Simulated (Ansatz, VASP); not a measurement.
Two plane-wave programs on La

```
CELL_PARAMETERS angstrom
3.59841 0.00000 0.00000
-1.79920 3.11631 0.00000
0.00000 0.00000 11.50038
ATOMIC_POSITIONS crystal
La 0.00000 0.00000 0.00000
La 0.00000 0.00000 0.50000
La 0.33333 0.66667 0.75000
La 0.66667 0.33333 0.25000
```

Alike in both runs: functional LDA; k mesh 15 × 15 × 4; occupations gaussian, width 0.1 eV; no spin polarisation.

Ansatz relaxed the structure, and its values are those at the end. VASP's run is a single point on that final structure, the one shown.

```csv
,VASP,Ansatz
version,VASP 6.6.1,Ansatz 0.2.0
potentials or method,"VASP PAW LDA potentials, release 64 (La), cutoff 520 eV","scalar-relativistic, plane waves, PAW"
valence electrons in the cell,44,44
```

```csv
,VASP,Ansatz,Ansatz less VASP
gap on the k mesh at the Fermi level (eV),none,none,-
pressure (GPa),-0.1,0.0,+0.09
```

LDA's correlation is that of Perdew and Zunger in VASP and of Perdew and Wang (1992) in Ansatz. A gap of «none» marks a metal or a gap that the smearing closes.

Spin-orbit coupling is off throughout.
